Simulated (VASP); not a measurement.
Wanted: the native input for a VASP 6.6.1 run.

| Quantity | Value |
| --- | --- |
| Task | relaxation of cell and atoms |
| Functional | revPBE |
| Potentials or basis | VASP PAW PBE potentials, release 64 (Cd) |
| Cutoff | 600 eV |
| k mesh | 13 × 13 × 13 |
| Occupations | fermi-dirac, width 0.1 eV |
| Spin | no spin polarisation |
| Dipole correction | no |
| Further INCAR settings | ALGO = Normal; EDIFF = 1e-06; IBRION = 2; EDIFFG = -0.01; NSW = 80; ISIF = 3 |

The structure of Cd lies in POSCAR:

```
Cd
1.0
   -1.7540139848      1.7540139848      1.7540139848
    1.7540139848     -1.7540139848      1.7540139848
    1.7540139848      1.7540139848     -1.7540139848
Cd
1
Direct
    0.0000000000      0.0000000000      0.0000000000
```

These files were run (other wordings do the same):

INCAR

```
  ALGO = Normal
  EDIFF = 1E-6
  EDIFFG = -0.01
  ENCUT = 600
  GGA = RE
  IBRION = 2
  ISIF = 3
  ISMEAR = -1
  LASPH = T
  LCHARG = F
  LREAL = F
  LWAVE = F
  NELM = 100
  NSW = 80
  PREC = Accurate
  SIGMA = 0.1
```

KPOINTS

```
k-points
0
Gamma
  13 13 13
```

Potentials or basis: VASP PAW PBE potentials, release 64 (Cd).

Run with:

```console
$ cat potpaw_PBE.64/Cd/POTCAR > POTCAR
$ mpirun -np 1 vasp_std > vasp.out
```

Results of the run:

* Relaxed volume: 24.61 Å³/atom
* Relaxed cell: a = 3.174 Å, b = 3.174 Å, c = 3.174 Å, α = 109.47°, β = 109.47°, γ = 109.47°
* Space group after relaxing (to 0.05 Å): Im-3m (No. 229)
* Energy gained by relaxing: 47.4 meV/atom
* Ionic steps: 3
* Pressure after relaxing: 0.0 GPa
* Band gap on the k mesh: zero (band 6 reaches 4.65 eV, above the bottom of band 7 at 1.18 eV)

Caveat: the PAW data sets were made with another functional, which shifts forces and pressure a little.

Wall time 21 s on 1 thread of AMD EPYC 9R14 (Zen 4), on a shared host, peak memory 0.13 GiB.
